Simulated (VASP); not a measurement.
Wanted: the native input for a VASP 6.6.1 run.

- Task: single point
- Functional: PBE
- Potentials or basis: VASP PAW PBE potentials, release 64 (W_sv, C)
- Cutoff: 520 eV
- k mesh: 16 × 16 × 16
- Occupations: fermi-dirac, width 0.08 eV
- Spin: no spin polarisation
- Dipole correction: no
- Further INCAR settings: ALGO = Normal; EDIFF = 1e-06; NBANDS = 16

The structure of WC (CsCl type) lies in POSCAR:

```
WC
1.0
    2.4181244553      0.0000000000      0.0000000000
    0.0000000000      2.4181244553      0.0000000000
    0.0000000000      0.0000000000      2.4181244553
W C
1 1
Direct
    0.0000000000      0.0000000000      0.0000000000
    0.5000000000      0.5000000000      0.5000000000
```

The input as run:

INCAR

```
SYSTEM = WC
PREC = Accurate
ENCUT = 520
EDIFF = 1E-6
ISMEAR = -1
SIGMA = 0.08
LREAL = .False.
LASPH = .True.
NELM = 80
ALGO = Normal
ISIF = 2
LWAVE = .False.
LCHARG = .True.
GGA = PE
LELF = .True.
LVHAR = .True.
NBANDS = 16
```

KPOINTS

```
Automatic mesh
0
Gamma
  16 16 16
  0 0 0
```

Potentials or basis: VASP PAW PBE potentials, release 64 (W_sv, C).

The run is started by

```console
$ cat potpaw_PBE.64/W_sv/POTCAR potpaw_PBE.64/C/POTCAR > POTCAR
$ mpirun -np 1 vasp_std > vasp.out
```

It gave:

```yaml
Pressure: 287.9 GPa
Band_gap_on_the_k_mesh: zero (band 9 reaches 28.45 eV, above the bottom of band 10 at 16.41 eV)
```

Caveat: spin-orbit coupling is left out, which moves the levels of the heavy elements.

Wall time 11 s on 1 thread of Intel(R) Xeon(R) 6975P-C (Granite Rapids) (shared host), peak memory 0.15 GiB.
